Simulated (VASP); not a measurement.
# Ti3Al (Fm-3m) in VASP: further runs

Runs on Ti3Al. Level: PBEsol. Tasks: single point.

All numbers are computed with VASP 6.6.1; they aren't measurements. Logs are shortened: lines on timing, memory, paths and dates and some standing lists are left out, and cuts for length are marked.

## Step 1: The cell of the first run

Symmetry: Fm-3m, No. 225, cubic system. The conventional cell has a = 6.875 Å, b = 6.875 Å, c = 6.875 Å, α = 90.00°, β = 90.00°, γ = 90.00°. Ti (site symmetry -43m) has 10 Ti at 2.98 to 3.44 Å and 4 Al at 2.98 Å within 3.9 Å. Ti (site symmetry m-3m) has 8 Ti at 2.98 Å and 6 Al at 3.44 Å within 3.9 Å. Al (site symmetry m-3m) has 14 Ti at 2.98 to 3.44 Å within 3.9 Å.

## Step 2: Single point, PBEsol, collinear spin (20.31 Å³/atom)

INCAR reads:

```
  PREC = Accurate
  ENCUT = 520
  EDIFF = 1E-7
  ISMEAR = 0
  SIGMA = 0.15
  LREAL = F
  LASPH = T
  NELM = 150
  ALGO = Normal
  ISIF = 2
  LWAVE = F
  LCHARG = T
  ISPIN = 2
  MAGMOM = 1 1 1 0
  LORBIT = 11
  NUPDOWN = 3.0
  LMAXMIX = 4
  GGA = PS
  LELF = T
  LVHAR = T
  NBANDS = 32
```

KPOINTS reads:

```
Automatic mesh
0
Gamma
  12 12 12
```

POSCAR reads:

```
Ti3Al
1.0
    0.0000000000      3.4375311292      3.4375311292
    3.4375311292      0.0000000000      3.4375311292
    3.4375311292      3.4375311292      0.0000000000
Ti Al
3 1
Direct
    0.7500000000      0.7500000000      0.7500000000
    0.2500000000      0.2500000000      0.2500000000
    0.0000000000      0.0000000000      0.0000000000
    0.5000000000      0.5000000000      0.5000000000
```

Potentials or basis: VASP PAW PBE potentials, release 64 (Ti_sv, Al).

Command:

```
$ cat potpaw_PBE.64/Ti_sv/POTCAR potpaw_PBE.64/Al/POTCAR > POTCAR
$ mpirun -np 1 vasp_std > vasp.out
```

OUTCAR:

```text
PREC = Accurate
   ENCUT = 520
   EDIFF = 1E-7
   ISMEAR = 0
   LREAL = F
   LASPH = T
   NELM = 150
   ISIF = 2
   ISPIN = 2
   LORBIT = 11
   NUPDOWN = 3.0
   GGA = PS

 ion  position               nearest neighbor table
   1  0.750  0.750  0.750-   4 2.98   4 2.98   4 2.98   4 2.98
   2  0.250  0.250  0.250-   4 2.98   4 2.98   4 2.98   4 2.98
   3  0.000  0.000  0.000-
   4  0.500  0.500  0.500-   2 2.98   2 2.98   2 2.98   1 2.98   2 2.98   1 2.98   1 2.98   1 2.98

  LATTYP: Found a face centered cubic cell.
 ALAT       =     6.8750622584

  Lattice vectors:

 A1 = (   0.0000000000,   3.4375311292,   3.4375311292)
 A2 = (   3.4375311292,   0.0000000000,   3.4375311292)
 A3 = (   3.4375311292,   3.4375311292,   0.0000000000)

Analysis of symmetry for initial positions (statically):
=====================================================================
 Subroutine PRICEL returns:
 Original cell was already a primitive cell.

 Routine SETGRP: Setting up the symmetry group for a
 face centered cubic supercell.

 Subroutine GETGRP returns: Found 48 space group operations
 (whereof 48 operations were pure point group operations)
 out of a pool of 48 trial point group operations.

The static configuration has the point symmetry O_h .

Analysis of symmetry for dynamics (positions and initial velocities):
=====================================================================
 Subroutine PRICEL returns:
 Original cell was already a primitive cell.

 Routine SETGRP: Setting up the symmetry group for a
 face centered cubic supercell.

 Subroutine GETGRP returns: Found 48 space group operations
 (whereof 48 operations were pure point group operations)
 out of a pool of 48 trial point group operations.

The dynamic configuration has the point symmetry O_h .

Analysis of structural, dynamic, and magnetic symmetry:
=====================================================================
 Subroutine PRICEL returns:
 Original cell was already a primitive cell.

 Routine SETGRP: Setting up the symmetry group for a
 face centered cubic supercell.

 Subroutine GETGRP returns: Found 48 space group operations
 (whereof 48 operations were pure point group operations)
 out of a pool of 48 trial point group operations.

The overall configuration has the point symmetry O_h .

 Subroutine INISYM returns: Found 48 space group operations
 (whereof 48 operations are pure point group operations),
 and found     1 'primitive' translations

----------------------------------------------------------------------------------------

                                     Primitive cell

  volume of cell :      81.2400

  direct lattice vectors                    reciprocal lattice vectors
     0.000000000  3.437531129  3.437531129    -0.145453228  0.145453228  0.145453228
     3.437531129  0.000000000  3.437531129     0.145453228 -0.145453228  0.145453228
     3.437531129  3.437531129  0.000000000     0.145453228  0.145453228 -0.145453228

  length of vectors
     4.861403144  4.861403144  4.861403144     0.251932381  0.251932381  0.251932381

  position of ions in fractional coordinates (direct lattice)
     0.750000000  0.750000000  0.750000000
     0.250000000  0.250000000  0.250000000
     0.000000000  0.000000000  0.000000000
     0.500000000  0.500000000  0.500000000

  ion indices of the primitive-cell ions
   primitive index   ion index
                 1           1
                 2           2
                 3           3
                 4           4

----------------------------------------------------------------------------------------

 KPOINTS: Automatic mesh

Automatic generation of k-mesh.
 Grid dimensions read from file:
 generate k-points for:   12   12   12

 Generating k-lattice:

  Cartesian coordinates                     Fractional coordinates (reciprocal lattice)
    -0.012121102  0.012121102  0.012121102     0.083333333  0.000000000  0.000000000
     0.012121102 -0.012121102  0.012121102     0.000000000  0.083333333  0.000000000
     0.012121102  0.012121102 -0.012121102     0.000000000  0.000000000  0.083333333

  Length of vectors
     0.020994365  0.020994365  0.020994365

  Shift w.r.t. Gamma in fractional coordinates (k-lattice)
     0.000000000  0.000000000  0.000000000

 Subroutine IBZKPT returns following result:
 ===========================================

 Found     72 irreducible k-points:

 Following reciprocal coordinates:
            Coordinates               Weight
  0.000000  0.000000  0.000000      1.000000
  0.083333  0.000000  0.000000      8.000000
  0.166667  0.000000  0.000000      8.000000
  0.250000  0.000000  0.000000      8.000000
  0.333333  0.000000  0.000000      8.000000
  0.416667  0.000000  0.000000      8.000000
[... 16 lines left out ...]
  0.500000  0.166667  0.000000     24.000000
 -0.416667  0.166667  0.000000     24.000000
 [... further k-points ...]
   k-points           NKPTS =     72   k-points in BZ     NKDIM =     72   number of bands    NBANDS=     32
   number of dos      NEDOS =    301   number of ions     NIONS =      4
   total plane-waves  NPLWV =  46656
   dimension x,y,z NGX =    36 NGY =   36 NGZ =   36
   dimension x,y,z NGXF=    72 NGYF=   72 NGZF=   72
   ions per type =               3   1
   NGX,Y,Z   is equivalent  to a cutoff of  12.31, 12.31, 12.31 a.u.
   NGXF,Y,Z  is equivalent  to a cutoff of  24.62, 24.62, 24.62 a.u.
 SYSTEM =  unknown system
   PREC   = accura    normal or accurate (medium, high low for compatibility)
   ISTART =      0    job   : 0-new  1-cont  2-samecut
   ICHARG =      2    charge: 1-file 2-atom 10-const
   ISPIN  =      2    spin polarized calculation?
   LNONCOLLINEAR =      F non collinear calculations
   LSORBIT =      F    spin-orbit coupling
   LASPH  =      T    aspherical Exc in radial PAW
   ENCUT  =  520.0 eV  38.22 Ry    6.18 a.u.   9.04  9.04  9.04*2*pi/ulx,y,z
   NELM   =    150;   NELMIN=  2; NELMDL= -5     # of ELM steps
   EDIFF  = 0.1E-06   stopping-criterion for ELM
   LREAL  =      F    real-space projection
   EDIFFG = 0.1E-05   stopping-criterion for IOM
   NSW    =      0    number of steps for IOM
   IBRION =     -1    ionic relax: 0-MD 1-quasi-New 2-CG
   NFREE  =      0    steps in history (QN), initial steepest desc. (CG)
   ISIF   =      2    stress and relaxation
   ISYM   =      2    0-nonsym 1-usesym 2-fastsym
   POTIM  = 0.5000    time-step for ionic-motion
   TEBEG  =    0.0;   TEEND  =   0.0 temperature during run
   PSTRESS=    0.0 pullay stress
   NELECT =      39.0000    total number of electrons
   NUPDOWN=       3.0000    fix difference up-down
   EMIN   =  10.00;   EMAX   =-10.00  energy-range for DOS
   EFERMI =   0.00;   METHOD = LEGACY
   ISMEAR =     0;   SIGMA  =   0.15  broadening in eV -4-tet -1-fermi 0-gaus
   EFERMI_NEDOS =   21; number of points for ismear=-14 and -15
   IALGO  =     38    algorithm
   IMIX   =      4    mixing-type and parameters
     AMIX     =   0.40;   BMIX     =  1.00
     AMIX_MAG =   1.60;   BMIX_MAG =  1.00
  volume/ion in A,a.u.               =      20.31       137.06
  Fermi-wavevector in a.u.,A,eV,Ry     =   1.281857  2.422359 22.356529  1.643158
  Thomas-Fermi vector in A             =   2.414203
   LORBIT       =     11    0 simple, 1 ext, 2 COOP (PROOUT), +10 PAW based schemes
   GGA     = PS    functional components
   LHFCALC =     F    Hartree Fock is set to
   AEXX    =    0.0000 exact exchange contribution
   IVDW    =     0    specifies the selected vdW correction
   LEPSILON=     F    determine dielectric tensor
   LRPA    =     F    only Hartree local field effects (RPA)
 spin polarized calculation
 Gauss-broadening in eV      SIGMA  =   0.15
  energy-cutoff  :      520.00
  volume of cell :       81.24
 maximum number of plane-waves:      2208
   NGX = 19   NGY = 19   NGZ = 19

 number of electron      38.9999982 magnetization       2.9999998

 Free energy of the ion-electron system (eV)
  ---------------------------------------------------
  ext. energy  EPLUGINS =         0.00000000
  ---------------------------------------------------
  free energy    TOTEN  =       -28.73711747 eV

  energy without entropy =      -28.67732070  energy(sigma->0) =      -28.70721909

 E-fermi :   6.3069     XC(G=0): -10.5360

 val. band max:        6.4053173106   @ k =  -0.3333   0.4167   0.0833
 cond. band min:       6.3102407011   @ k =   0.1667   0.1667   0.0000
 fundamental gap:     -0.0950766095
 Fermi energy:         6.4350890913

 spin component 1

 k-point     1 :       0.0000    0.0000    0.0000
  band No.  band energies     occupation
      1     -50.7716      1.00000
      2     -50.7414      1.00000
      3     -50.6371      1.00000
      4     -27.1382      1.00000
      5     -27.1382      1.00000
      6     -27.1382      1.00000
[... 805 lines left out ...]
     30       9.4620      0.00000
     31       9.7293      0.00000

 [... further k-points ...]

 spin component 2

 k-point     1 :       0.0000    0.0000    0.0000
  band No.  band energies     occupation
      1     -50.2916      1.00000
      2     -50.2746      1.00000
      3     -49.6143      1.00000
      4     -26.6402      1.00000
      5     -26.6402      1.00000
      6     -26.6402      1.00000
[... 805 lines left out ...]
     30      10.0514      0.00000
     31      10.2245      0.00000

 [... further k-points ...]

 [bands above 31 left out]

------------------------ aborting loop because EDIFF is reached ----------------------------------------

  FORCE on cell =-STRESS in cart. coord.  units (eV):
  Direction    XX          YY          ZZ          XY          YZ          ZX
  --------------------------------------------------------------------------------------
  -------------------------------------------------------------------------------------
  Total       -8.3293803     -8.3293803     -8.3293803      0.0000000      0.0000000      0.0000000
  in kB     -164.2681469   -164.2681469   -164.2681469      0.0000000      0.0000000      0.0000000
  external PRESSURE =    -164.2681469 kB  Pullay stress =       0.0000000 kB

 VOLUME and BASIS-vectors are now :
 -----------------------------------------------------------------------------
  energy-cutoff  :      520.00
  volume of cell :       81.24
      direct lattice vectors                 reciprocal lattice vectors
     0.000000000  3.437531129  3.437531129    -0.145453228  0.145453228  0.145453228
     3.437531129  0.000000000  3.437531129     0.145453228 -0.145453228  0.145453228
     3.437531129  3.437531129  0.000000000     0.145453228  0.145453228 -0.145453228

 POSITION                                       TOTAL-FORCE (eV/Angst)
 -----------------------------------------------------------------------------------
      5.15630      5.15630      5.15630         0.000000      0.000000      0.000000
      1.71877      1.71877      1.71877        -0.000000     -0.000000     -0.000000
      0.00000      0.00000      0.00000        -0.000000     -0.000000     -0.000000
      3.43753      3.43753      3.43753        -0.000000     -0.000000     -0.000000
 -----------------------------------------------------------------------------------
    total drift:                                0.000000      0.000000      0.000000

  FREE ENERGIE OF THE ION-ELECTRON SYSTEM (eV)
  ---------------------------------------------------
  free  energy   TOTEN  =       -28.7371174725 eV

  energy  without entropy=      -28.6773207017  energy(sigma->0) =      -28.70721909

 total charge

# of ion       s       p       d       tot
------------------------------------------
    1        2.184   6.084   1.810  10.079
    2        2.184   6.084   1.810  10.079
    3        2.216   6.072   1.855  10.143
    4        0.394   0.348   0.000   0.742
--------------------------------------------------
tot          6.978  18.589   5.475  31.042

 magnetization (x)

# of ion       s       p       d       tot
------------------------------------------
    1        0.005   0.033   0.477   0.515
    2        0.005   0.033   0.477   0.515
    3        0.013   0.041   1.094   1.148
    4       -0.011  -0.020   0.000  -0.031
--------------------------------------------------
tot          0.012   0.088   2.048   2.147
```

Run time: 6.2 min. Hardware: 1 thread of Intel Xeon Platinum 8259CL at 2.50GHz (Skylake/Cascade Lake), shared host; peak memory 0.41 GiB.

What came out:

| Quantity | Value |
| --- | --- |
| Free energy | -28.7371 eV |
| Pressure | -16.4 GPa |
| Net moment | 3.00 μB per cell |
| Site moments | Ti +0.52, +1.15 (each value once); Al -0.03 μB |
| Valence electrons inside the program's atomic spheres | Ti 10.08, 10.14 (each value once); Al 0.74 |

Caveat: the cell stands under tension; the PAW data sets were made with another functional, which shifts forces and pressure a little; the total moment is fixed, so each spin has its own Fermi level.

[end of part 1 of 2]
